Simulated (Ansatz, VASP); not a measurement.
# Al2BP3: VASP beside Ansatz

```
CELL_PARAMETERS angstrom
-1.81142 1.81142 8.04248
1.81142 -1.81142 8.04248
1.81142 1.81142 -8.04248
ATOMIC_POSITIONS crystal
Al 0.84064 0.84064 0.00000
Al 0.15936 0.15936 0.00000
B 0.50000 0.50000 0.00000
P 0.56693 0.06693 0.50000
P 0.25000 0.75000 0.50000
P 0.93307 0.43307 0.50000
```

Alike in both runs: functional PBE; k mesh 6 × 6 × 6; occupations gaussian, width 0.1 eV; no spin polarisation.

Ansatz relaxed the structure, and its values are those at the end. VASP's run is a single point on that final structure, the one shown.

```csv
,VASP,Ansatz
version,VASP 6.6.1,Ansatz 0.2.0
potentials or method,"VASP PAW PBE potentials, release 64 (Al, B, P), cutoff 520 eV","scalar-relativistic, plane waves, PAW"
valence electrons in the cell,24,24
```

|  | VASP | Ansatz | Ansatz less VASP |
| --- | --- | --- | --- |
| gap on the k mesh at the Fermi level (eV) | 0.90 | 0.90 | +0.002 |
| least direct gap on the mesh (eV) | 1.06 | 1.06 | +0.003 |
| pressure (GPa) | 0.1 | 0.2 | +0.12 |
| rms of the force components (eV/Å) | 0.008 | 0.009 | +0.0011 |
